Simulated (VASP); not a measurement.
# CsEu (P-6m2) in VASP: single point with LDA

Aim: the single point of CsEu with LDA.

Program: VASP 6.6.1. These are calculated values, not measurements. Logs are shortened: lines on timing, memory, paths and dates and some standing lists are left out, and cuts for length are marked.

### 1 The cell of the first run

It takes space group P-6m2 (No. 187, hexagonal). Conventional cell: a = 4.464 Å, b = 4.464 Å, c = 8.009 Å, α = 90.00°, β = 90.00°, γ = 120.00°. Cs (site symmetry -6m2) has 6 Cs at 4.46 Å and 6 Eu at 4.76 Å within 5.9 Å. Eu (site symmetry -6m2) has 6 Eu at 4.46 Å and 6 Cs at 4.76 Å within 5.9 Å.

### 2 Single point, LDA, collinear spin, antiferromagnetic start

The input, INCAR:

```
SYSTEM = CsEu
PREC = Accurate
ENCUT = 520
EDIFF = 1E-6
ISMEAR = -1
SIGMA = 0.1
LREAL = .False.
LASPH = .True.
NELM = 150
ALGO = Normal
ISIF = 2
LWAVE = .False.
LCHARG = .False.
ISPIN = 2
MAGMOM = 0 0 7 -7
LORBIT = 11
LMAXMIX = 6
GGA = CA
NBANDS = 38
```

The input, KPOINTS:

```
Automatic mesh
0
Gamma
  7 7 2
  0 0 0
```

The input, POSCAR:

```
CsEu
1.0
    4.4644198847      0.0000000000      0.0000000000
    2.2322099423      3.8663010333      0.0000000000
    0.0000000000      0.0000000000     16.0172620000
Cs Eu
2 2
Direct
    0.0000000000      0.0000000000      0.2500000000
    0.0000000000      0.0000000000      0.7500000000
    0.3333333333      0.3333333333      0.0000000000
    0.3333333333      0.3333333333      0.5000000000
```

Potentials or basis: VASP PAW PBE potentials, release 64 (Cs_sv, Eu).

Command:

```bash
cat potpaw_PBE.64/Cs_sv/POTCAR potpaw_PBE.64/Eu/POTCAR > POTCAR
mpirun -np 1 vasp_std > vasp.out
```

OUTCAR:

```text
SYSTEM = CsEu
   PREC = Accurate
   ENCUT = 520
   EDIFF = 1E-6
   ISMEAR = -1
   LREAL = .False.
   LASPH = .True.
   NELM = 150
   ISIF = 2
   ISPIN = 2
   LORBIT = 11
   GGA = CA

 ion  position               nearest neighbor table
   1  0.000  0.000  0.250-
   2  0.000  0.000  0.750-
   3  0.333  0.333  0.000-
   4  0.333  0.333  0.500-

  LATTYP: Found a hexagonal cell.
 ALAT       =     4.4644198847
 C/A-ratio  =     3.5877588609

  Lattice vectors:

 A1 = (  -2.2322099423,  -3.8663010333,   0.0000000000)
 A2 = (   4.4644198847,   0.0000000000,   0.0000000000)
 A3 = (   0.0000000000,   0.0000000000,  16.0172620000)

Analysis of symmetry for initial positions (statically):
=====================================================================
 Subroutine PRICEL returns following result:

  LATTYP: Found a hexagonal cell.
 ALAT       =     4.4644198847
 C/A-ratio  =     1.7938794305
[... 12 lines left out ...]
 Subroutine GETGRP returns: Found 12 space group operations
 (whereof 12 operations were pure point group operations)
 out of a pool of 24 trial point group operations.

The static configuration has the point symmetry D_3h.

Analysis of symmetry for dynamics (positions and initial velocities):
=====================================================================
 Subroutine PRICEL returns following result:

  LATTYP: Found a hexagonal cell.
 ALAT       =     4.4644198847
 C/A-ratio  =     1.7938794305
[... 12 lines left out ...]
 Subroutine GETGRP returns: Found 12 space group operations
 (whereof 12 operations were pure point group operations)
 out of a pool of 24 trial point group operations.

The dynamic configuration has the point symmetry D_3h.

Analysis of structural, dynamic, and magnetic symmetry:
=====================================================================
 Subroutine PRICEL returns following result:

  LATTYP: Found a hexagonal cell.
 ALAT       =     4.4644198847
 C/A-ratio  =     1.7938794305
[... 12 lines left out ...]
 Subroutine GETGRP returns: Found 12 space group operations
 (whereof 12 operations were pure point group operations)
 out of a pool of 24 trial point group operations.

The overall configuration has the point symmetry D_3h.

[... 112 lines left out ...]
  Thomas-Fermi vector in A             =   2.065144
   LORBIT       =     11    0 simple, 1 ext, 2 COOP (PROOUT), +10 PAW based schemes
   GGA     = CA    functional components
   LHFCALC =     F    Hartree Fock is set to
   AEXX    =    0.0000 exact exchange contribution
   IVDW    =     0    specifies the selected vdW correction
   LEPSILON=     F    determine dielectric tensor
   LRPA    =     F    only Hartree local field effects (RPA)
 spin polarized calculation
  energy-cutoff  :      520.00
  volume of cell :      276.47
 maximum number of plane-waves:      7488
 NGX is ok and might be reduce to    36
   NGX = 17   NGY = 17   NGZ = 59

 number of electron      51.9999996 magnetization       0.0000000

 number of electron      51.9999996 magnetization      -0.0000000

 Free energy of the ion-electron system (eV)
  ---------------------------------------------------
  ext. energy  EPLUGINS =         0.00000000
  ---------------------------------------------------
  free energy    TOTEN  =       -23.33942785 eV

  energy without entropy =      -23.12069370  energy(sigma->0) =      -23.23006078

 E-fermi :   1.0011     XC(G=0):  -7.2063

 val. band max:        0.9958401435   @ k =   0.4286   0.0000   0.5000
 cond. band min:       1.0011999856   @ k =  -0.4286   0.2857   0.5000
 fundamental gap:      0.0053598421
 Fermi energy:         1.0011069967

 spin component 1

 k-point     1 :       0.0000    0.0000    0.0000
  band No.  band energies     occupation
      1     -40.8588      1.00000
      2     -37.9760      1.00000
      3     -22.4178      1.00000
      4     -22.4177      1.00000
      5     -19.8522      1.00000
      6     -19.7577      1.00000
[... 645 lines left out ...]
     37       3.3849      0.00000
     38       4.0309      0.00000
 Fermi energy:         1.0011069967

 spin component 2

 k-point     1 :       0.0000    0.0000    0.0000
  band No.  band energies     occupation
      1     -40.8588      1.00000
      2     -37.9760      1.00000
      3     -22.4178      1.00000
      4     -22.4177      1.00000
      5     -19.8522      1.00000
      6     -19.7577      1.00000
[... 645 lines left out ...]
     37       3.3849      0.00000
     38       4.0387      0.00000

------------------------ aborting loop because EDIFF is reached ----------------------------------------

  FORCE on cell =-STRESS in cart. coord.  units (eV):
  Direction    XX          YY          ZZ          XY          YZ          ZX
  --------------------------------------------------------------------------------------
  -------------------------------------------------------------------------------------
  Total       -2.1598399     -2.1598399     -1.9371782      0.0000000      0.0000000      0.0000000
  in kB      -12.5165075    -12.5165075    -11.2261584      0.0000000      0.0000000      0.0000000
  external PRESSURE =     -12.0863912 kB  Pullay stress =       0.0000000 kB

 VOLUME and BASIS-vectors are now :
 -----------------------------------------------------------------------------
  energy-cutoff  :      520.00
  volume of cell :      276.47
      direct lattice vectors                 reciprocal lattice vectors
     4.464419885  0.000000000  0.000000000     0.223993268 -0.129322574  0.000000000
     2.232209942  3.866301033  0.000000000     0.000000000  0.258645147  0.000000000
     0.000000000  0.000000000 16.017262000     0.000000000  0.000000000  0.062432643

 POSITION                                       TOTAL-FORCE (eV/Angst)
 -----------------------------------------------------------------------------------
      0.00000      0.00000      4.00432         0.000000      0.000000      0.000000
      0.00000      0.00000     12.01295         0.000000      0.000000      0.000000
      2.23221      1.28877      0.00000        -0.000000     -0.000000      0.000000
      2.23221      1.28877      8.00863        -0.000000     -0.000000      0.000000
 -----------------------------------------------------------------------------------
    total drift:                                0.000001      0.000001     -0.000000

  FREE ENERGIE OF THE ION-ELECTRON SYSTEM (eV)
  ---------------------------------------------------
  free  energy   TOTEN  =       -23.3394278520 eV

  energy  without entropy=      -23.1206937015  energy(sigma->0) =      -23.23006078

 total charge

# of ion       s       p       d       f       tot
--------------------------------------------------
    1        1.913   4.619   0.035   0.000   6.567
    2        1.913   4.619   0.035   0.000   6.567
    3        2.081   5.667   0.155   6.759  14.662
    4        2.081   5.667   0.155   6.759  14.662
--------------------------------------------------
tot          7.988  20.573   0.380  13.517  42.458

 magnetization (x)

# of ion       s       p       d       f       tot
--------------------------------------------------
    1        0.000   0.000   0.000   0.000   0.000
    2        0.000   0.000   0.000   0.000   0.000
    3        0.003  -0.083   0.092   6.758   6.770
    4       -0.003   0.083  -0.092  -6.758  -6.770
--------------------------------------------------
tot          0.000   0.000   0.000   0.000   0.000
```

Run time: 20 min. Hardware: 1 thread of Intel Xeon 8259CL, shared host; peak memory 0.51 GiB.

What came out:

```
Free energy                                           : -23.3394 eV
Pressure                                              : -1.2 GPa
Band gap on the k mesh                                : zero (filled and empty bands overlap)
Net moment                                            : 0.00 μB per cell
Site moments                                          : Cs +0.00; Eu +6.77, -6.77 μB
Valence electrons inside the program's atomic spheres : Cs 6.57; Eu 14.66
```

Stress tensor (GPa, compression positive):
```
-1.25  0.00  0.00
 0.00 -1.25  0.00
 0.00  0.00 -1.12
```

Caveat: the antiferromagnetic order is the one typed at the start, and another may lie lower; the PAW data sets were made with another functional, which shifts forces and pressure a little; spin-orbit coupling is left out, which moves the levels of the heavy elements; semilocal functionals describe open f shells poorly, which spoils levels, moments and volumes. The state reached can hang on the start; a lower one may exist.
